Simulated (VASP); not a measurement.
# HF in VASP: a series of runs, part 2 of 2

VASP 6.6.1. Earlier steps stand in the parts before.

## (3) Single point, PBE+D3(BJ)

This run uses another cell than the first one, of 13.27 Å³/atom.

INCAR reads:

```
SYSTEM = HF
PREC     = Accurate       ! precision mode
ENCUT    = 1010           ! plane-wave cutoff, eV
EDIFF    = 1E-6           ! SCF threshold, eV
ISMEAR   = -1             ! smearing method
SIGMA    = 0.02           ! smearing width, eV
LREAL    = Auto         
LASPH    = .True.         ! aspherical terms in the spheres
NELM     = 120            ! most SCF steps
ALGO     = Normal         ! electronic algorithm
ISIF     = 2              ! what is computed and relaxed
LWAVE    = .False.        ! write WAVECAR
LCHARG   = .False.        ! write CHGCAR
GGA      = PE             ! functional
IVDW     = 12             ! dispersion correction
NBANDS   = 46             ! bands
GGA_COMPAT= .False.
```

KPOINTS reads:

```
regular mesh
0
Gamma
  1 1 1
  0 0 0
```

POSCAR reads:

```
HF
1.0
    6.4792480000      0.5936360000      0.2397370000
    0.5936360000      5.2628870000      0.1835900000
    0.2397370000      0.1835900000      6.3071300000
F H
8 8
Direct
    0.8028974223      0.4267567335      0.4504532984
    0.9661930889      0.8276360098      0.1300626549
    0.1399943994      0.4296194224      1.0107076171
    0.4132075963      1.0140556912      0.8014847270
    0.0153163583      0.1051692233      0.7768065799
    0.7413849420      0.6009285268      0.8332059320
    0.2038038133      0.7965318505      0.4202712490
    0.4468058686      0.3655975619      0.3854310986
    0.6675265879      0.3950791626      0.4100179630
    1.0343817251      0.6807174349      0.0529159086
    0.0574756732      0.3513324985      0.9186618670
    0.5094868710      0.8582162841      0.8118902287
    0.1644314705      0.0358803605      0.7650377299
    0.7667670588      0.5420396564      0.6897217126
    0.1023557643      0.8080664556      0.3141537618
    0.3565721868      0.5343913835      0.3893700526
```

Potentials or basis: VASP PAW PBE potentials, release 64 (F_h, H_h).

The run is started by

```
$ cat potpaw_PBE.64/F_h/POTCAR potpaw_PBE.64/H_h/POTCAR > POTCAR
$ mpirun -np 1 vasp_gam > vasp.out
```

OUTCAR:

```text
SYSTEM = HF
   PREC = Accurate
   ENCUT = 1010
   EDIFF = 1E-6
   ISMEAR = -1
   LREAL = Auto
   LASPH = .True.
   NELM = 120
   ISIF = 2
   GGA = PE
   IVDW = 12
 IVDW          = 12

 ion  position               nearest neighbor table
   1  0.803  0.427  0.450-   9 0.99
   2  0.966  0.828  0.130-  10 0.96
   3  0.140  0.430  0.011-  11 0.98
   4  0.413  0.014  0.801-  12 0.93
   5  0.015  0.105  0.777-  13 0.96
   6  0.741  0.601  0.833-  14 0.97
[... 8 lines left out ...]
  15  0.102  0.808  0.314-   7 0.97
  16  0.357  0.534  0.389-   8 0.97

  Warning from LATTYP: Got some problem with cell dimensions!
  Tried to take original basis but could not verify dimensions!
  LATTYP: Found a triclinic cell.
 ALAT       =     7.5130210968
 B/A-ratio  =     1.2939069315
 C/A-ratio  =     2.2300830108
 COS(alpha) =     0.0058156704
 COS(beta)  =     0.6302191580
 COS(gamma) =     0.7604221547

  Lattice vectors:

 A1 = (  -5.8856120000,   4.6692510000,  -0.0561470000)
 A2 = (  -5.6458750000,   4.8528410000,   6.2509830000)
 A3 = (  -5.7714500000,   9.5649580000, -12.4868170000)

Analysis of symmetry for initial positions (statically):
=====================================================================
 Subroutine PRICEL returns:
 Original cell was already a primitive cell.

 Routine SETGRP: Setting up the symmetry group for a
 triclinic supercell.

 Subroutine GETGRP returns: Found  1 space group operations
 (whereof  1 operations were pure point group operations)
 out of a pool of  2 trial point group operations.

The static configuration has the point symmetry C_1 .

Analysis of symmetry for dynamics (positions and initial velocities):
=====================================================================
 Subroutine PRICEL returns:
 Original cell was already a primitive cell.

 Routine SETGRP: Setting up the symmetry group for a
 triclinic supercell.

 Subroutine GETGRP returns: Found  1 space group operations
 (whereof  1 operations were pure point group operations)
 out of a pool of  2 trial point group operations.

The dynamic configuration has the point symmetry C_1 .

 Subroutine INISYM returns: Found  1 space group operations
 (whereof  1 operations are pure point group operations),
 and found     1 'primitive' translations

----------------------------------------------------------------------------------------

                                     Primitive cell

  volume of cell :     212.3790

  direct lattice vectors                    reciprocal lattice vectors
     6.479248000  0.593636000  0.239737000     0.156135975 -0.017422276 -0.005427669
     0.593636000  5.262887000  0.183590000    -0.017422276  0.192146961 -0.004930848
     0.239737000  0.183590000  6.307130000    -0.005427669 -0.004930848  0.158900557

  length of vectors
     6.510801193  5.299442288  6.314354120     0.157198721  0.192998196  0.159069669

  position of ions in fractional coordinates (direct lattice)
     0.802897422  0.426756733  0.450453298
     0.966193089  0.827636010  0.130062655
     0.139994399  0.429619422  0.010707617
     0.413207596  0.014055691  0.801484727
     0.015316358  0.105169223  0.776806580
     0.741384942  0.600928527  0.833205932
[... 8 lines left out ...]
     0.102355764  0.808066456  0.314153762
     0.356572187  0.534391384  0.389370053

  ion indices of the primitive-cell ions
   primitive index   ion index
                 1           1
                 2           2
                 3           3
                 4           4
                 5           5
                 6           6
[... 8 lines left out ...]
                15          15
                16          16

----------------------------------------------------------------------------------------

 KPOINTS: regular mesh

Automatic generation of k-mesh.
 Grid dimensions read from file:
 generate k-points for:    1    1    1

 Generating k-lattice:

  Cartesian coordinates                     Fractional coordinates (reciprocal lattice)
     0.156135975 -0.017422276 -0.005427669     1.000000000  0.000000000  0.000000000
    -0.017422276  0.192146961 -0.004930848     0.000000000  1.000000000  0.000000000
    -0.005427669 -0.004930848  0.158900557     0.000000000  0.000000000  1.000000000

  Length of vectors
     0.157198721  0.192998196  0.159069669

  Shift w.r.t. Gamma in fractional coordinates (k-lattice)
     0.000000000  0.000000000  0.000000000

 Subroutine IBZKPT returns following result:
 ===========================================

 Found      1 irreducible k-points:

 Following reciprocal coordinates:
            Coordinates               Weight
  0.000000  0.000000  0.000000      1.000000
   k-points           NKPTS =      1   k-points in BZ     NKDIM =      1   number of bands    NBANDS=     46
   number of dos      NEDOS =    301   number of ions     NIONS =     16
   total plane-waves  NPLWV = 274400
   dimension x,y,z NGX =    70 NGY =   56 NGZ =   70
   dimension x,y,z NGXF=   140 NGYF=  112 NGZF=  140
   ions per type =               8   8
   NGX,Y,Z   is equivalent  to a cutoff of  17.87, 17.57, 18.43 a.u.
   NGXF,Y,Z  is equivalent  to a cutoff of  35.75, 35.13, 36.86 a.u.
 SYSTEM =  HF
   PREC   = accura    normal or accurate (medium, high low for compatibility)
   ISTART =      0    job   : 0-new  1-cont  2-samecut
   ICHARG =      2    charge: 1-file 2-atom 10-const
   ISPIN  =      1    spin polarized calculation?
   LNONCOLLINEAR =      F non collinear calculations
   LSORBIT =      F    spin-orbit coupling
   LASPH  =      T    aspherical Exc in radial PAW
   ENCUT  = 1010.0 eV  74.23 Ry    8.62 a.u.  16.87 13.73 16.36*2*pi/ulx,y,z
   NELM   =    120;   NELMIN=  2; NELMDL= -5     # of ELM steps
   EDIFF  = 0.1E-05   stopping-criterion for ELM
   LREAL  =      T    real-space projection
   EDIFFG = 0.1E-04   stopping-criterion for IOM
   NSW    =      0    number of steps for IOM
   IBRION =     -1    ionic relax: 0-MD 1-quasi-New 2-CG
   NFREE  =      0    steps in history (QN), initial steepest desc. (CG)
   ISIF   =      2    stress and relaxation
   ISYM   =      2    0-nonsym 1-usesym 2-fastsym
   POTIM  = 0.5000    time-step for ionic-motion
   TEBEG  =    0.0;   TEEND  =   0.0 temperature during run
   PSTRESS=    0.0 pullay stress
   NELECT =      64.0000    total number of electrons
   NUPDOWN=      -1.0000    fix difference up-down
   EMIN   =  10.00;   EMAX   =-10.00  energy-range for DOS
   EFERMI =   0.00;   METHOD = LEGACY
   ISMEAR =    -1;   SIGMA  =   0.02  broadening in eV -4-tet -1-fermi 0-gaus
   EFERMI_NEDOS =   21; number of points for ismear=-14 and -15
   IALGO  =     38    algorithm
   IMIX   =      4    mixing-type and parameters
     AMIX     =   0.40;   BMIX     =  1.00
     AMIX_MAG =   1.60;   BMIX_MAG =  1.00
  volume/ion in A,a.u.               =      13.27        89.58
  Fermi-wavevector in a.u.,A,eV,Ry     =   1.097567  2.074100 16.390296  1.204653
  Thomas-Fermi vector in A             =   2.233929
   LORBIT       =      0    0 simple, 1 ext, 2 COOP (PROOUT), +10 PAW based schemes
   GGA     = PE    functional components
   LHFCALC =     F    Hartree Fock is set to
   AEXX    =    0.0000 exact exchange contribution
   IVDW    =    12    specifies the selected vdW correction
   LEPSILON=     F    determine dielectric tensor
   LRPA    =     F    only Hartree local field effects (RPA)
 non-spin polarized calculation
  energy-cutoff  :     1010.00
  volume of cell :      212.38
 maximum number of plane-waves:      7750
 NGX is ok and might be reduce to    70
   NGX = 33   NGY = 27   NGZ = 33

 number of electron      64.0000001 magnetization

 Free energy of the ion-electron system (eV)
  ---------------------------------------------------
  ext. energy  EPLUGINS =         0.00000000
  ---------------------------------------------------
  free energy    TOTEN  =       -66.16073144 eV

  energy without entropy =      -66.16073144  energy(sigma->0) =      -66.16073144

 E-fermi :  -5.3813     XC(G=0):  -6.4175

 val. band max:       -5.9316733298   @ k =   0.0000   0.0000   0.0000
 cond. band min:       1.0595196076   @ k =   0.0000   0.0000   0.0000
 fundamental gap:      6.9911929374
 Fermi energy:        -5.3812509461

 k-point     1 :       0.0000    0.0000    0.0000
  band No.  band energies     occupation
      1     -27.8418      2.00000
      2     -27.5466      2.00000
      3     -27.4926      2.00000
      4     -27.1116      2.00000
      5     -26.9785      2.00000
      6     -26.7546      2.00000
[... 36 lines left out ...]
     43       7.8495      0.00000
     44       8.1741      0.00000
 [bands above 44 left out]

------------------------ aborting loop because EDIFF is reached ----------------------------------------

 Edisp (eV)   -0.37697

 E8    (eV) :    -0.0746

  FORCE on cell =-STRESS in cart. coord.  units (eV):
  Direction    XX          YY          ZZ          XY          YZ          ZX
  --------------------------------------------------------------------------------------
  -------------------------------------------------------------------------------------
  Total      -0.10747     2.28159     0.34728    -1.53123    -0.11010    -0.52832
  in kB      -0.81071    17.21217     2.61984   -11.55155    -0.83060    -3.98561
  external pressure =        6.34 kB  Pullay stress =        0.00 kB

 VOLUME and BASIS-vectors are now :
 -----------------------------------------------------------------------------
  energy-cutoff  :     1010.00
  volume of cell :      212.38
      direct lattice vectors                 reciprocal lattice vectors
     6.479248000  0.593636000  0.239737000     0.156135975 -0.017422276 -0.005427669
     0.593636000  5.262887000  0.183590000    -0.017422276  0.192146961 -0.004930848
     0.239737000  0.183590000  6.307130000    -0.005427669 -0.004930848  0.158900557

 POSITION                                       TOTAL-FORCE (eV/Angst)
 -----------------------------------------------------------------------------------
      5.56350      2.80530      3.11190        -0.450532      0.083102      0.120943
      6.78270      4.95320      1.20390        -0.303750      1.136086      0.956921
      1.16466      2.34611      0.17997        -0.292317     -0.782980     -0.964277
      2.87776      0.46641      5.15671        -0.567177      0.578925     -0.110895
      0.34790      0.70520      4.92240         0.566825      0.355284      0.033580
      5.36010      3.75570      5.54320        -0.291558      0.166297     -0.518638
[... 8 lines left out ...]
      1.21820      4.37120      2.15430        -0.539597      0.245675     -0.488118
      2.72090      3.09560      2.63940        -0.286637      0.279526      0.138319
 -----------------------------------------------------------------------------------
    total drift:                               -0.000383      0.002679     -0.005590

  FREE ENERGIE OF THE ION-ELECTRON SYSTEM (eV)
  ---------------------------------------------------
  free  energy   TOTEN  =       -66.5377009848 eV

  energy  without entropy=      -66.5377009848  energy(sigma->0) =      -66.53770098
```

Run time: 59 s. Hardware: 1 thread of Intel Xeon Platinum 8375C at 2.90GHz (Ice Lake), shared host; peak memory 0.5 GiB.

Results:

```
Free energy                : -66.5377 eV
Pressure                   : 0.6 GPa
Largest force              : 1.516 eV/Å
Dispersion energy per atom : -0.024 eV
```

Forces in eV/Å, atoms in the order of the input:
```
F   -0.451  0.083  0.121
F   -0.304  1.136  0.957
F   -0.292 -0.783 -0.964
F   -0.567  0.579 -0.111
F    0.567  0.355  0.034
F   -0.292  0.166 -0.519
F    0.540 -0.331  0.347
F    0.230 -0.141 -0.122
H    0.380  0.083  0.221
H   -0.012 -0.684 -0.197
H    0.448 -0.020  0.502
H    0.842 -0.837  0.167
H   -0.283  0.053 -0.082
H    0.020 -0.185 -0.005
H   -0.540  0.246 -0.488
H   -0.287  0.280  0.138
```

Levels at points of the mesh, in eV from the Fermi level:
| k point | band 29 | band 30 | band 31 | band 32 | band 33 | band 34 | band 35 | band 36 |
| --- | --- | --- | --- | --- | --- | --- | --- | --- |
| (0.00, 0.00, 0.00) | -1.25 | -1.13 | -1.05 | -0.55 | 6.44 | 9.95 | 10.23 | 10.60 |

Caveat: the k points lie up to 1.21 Å⁻¹ apart, too coarse for converged energies, forces and pressures; the atoms stand as in a frame of molecular dynamics.
